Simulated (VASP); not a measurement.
Mg27NO26 (a cell with a defect), 54 atoms in the cell. The cell holds a defect, 54 atoms: a = 8.946 Å, b = 8.946 Å, c = 8.946 Å, α = 60.00°, β = 60.00°, γ = 60.00°. 

- Program: VASP 6.6.1
- Task: single point
- Functional: PBE
- Potentials or basis: VASP PAW PBE potentials, release 64 (Mg, N, O)
- Cutoff: 520 eV
- k mesh: 3 × 3 × 3
- Occupations: fermi-dirac, width 0.01 eV
- Spin: no spin polarisation
- Dipole correction: no
- Charge: -1
- Further INCAR settings: LREAL = Auto; ALGO = Normal; EDIFF = 1e-07; NBANDS = 140; NELECT = 216.0

Potentials or basis: VASP PAW PBE potentials, release 64 (Mg, N, O).

The run is started by

```sh
$ cat potpaw_PBE.64/Mg/POTCAR potpaw_PBE.64/N/POTCAR potpaw_PBE.64/O/POTCAR > POTCAR
$ mpirun -np 1 vasp_std > vasp.out
```

Hardware: 1 thread of Oxide Virtual Turin-like Processor, on a shared host.

Problem. Estimate the wall time of this run.

Solution. Run time: 21 min on 1 thread of Oxide Virtual Turin-like Processor, on a shared host, peak memory 0.75 GiB. Counts: scf iterations 18, k points 4.
